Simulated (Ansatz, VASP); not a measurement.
**One calculation of GaSb3, two programs**

```
CELL_PARAMETERS angstrom
0.00000 3.58550 3.58550
3.58550 0.00000 3.58550
3.58550 3.58550 0.00000
ATOMIC_POSITIONS crystal
Ga 0.00000 0.00000 0.00000
Sb 0.25697 0.24303 0.25697
Sb 0.75697 0.74303 0.75697
Sb 0.50697 0.49303 0.50697
```

Change from the starting cell: all Sb atoms moved +0.050 Å, as atom 2 along Cartesian [0 1 0].

Alike in both runs: task single point; functional PBEsol; dispersion D3(BJ); k mesh 12 × 12 × 12; occupations gaussian, width 0.15 eV; no spin polarisation.

|  | VASP | Ansatz |
| --- | --- | --- |
| version | VASP 6.6.1 | Ansatz 0.2.0 |
| potentials or method | VASP PAW PBE potentials, release 64 (Ga_d, Sb), cutoff 520 eV | scalar-relativistic, plane waves, PAW |
| valence electrons in the cell | 28 | 58 |

```tsv
	VASP	Ansatz	Ansatz less VASP
gap on the k mesh at the Fermi level (eV)	none	none	-
pressure (GPa)	0.6	0.5	-0.07
rms of the force components (eV/Å)	0.036	0.036	-0.0004
```

VASP's potentials were made for PBE, not for PBEsol. Atom by atom the forces differ by 0.000 eV/Å (rms over components). A gap of «none» marks a metal or a gap that the smearing closes. VASP's potentials hold 28 valence electrons a cell and Ansatz's 58, so a difference there can come from the potentials and not from the codes.

Spin-orbit coupling is off throughout.
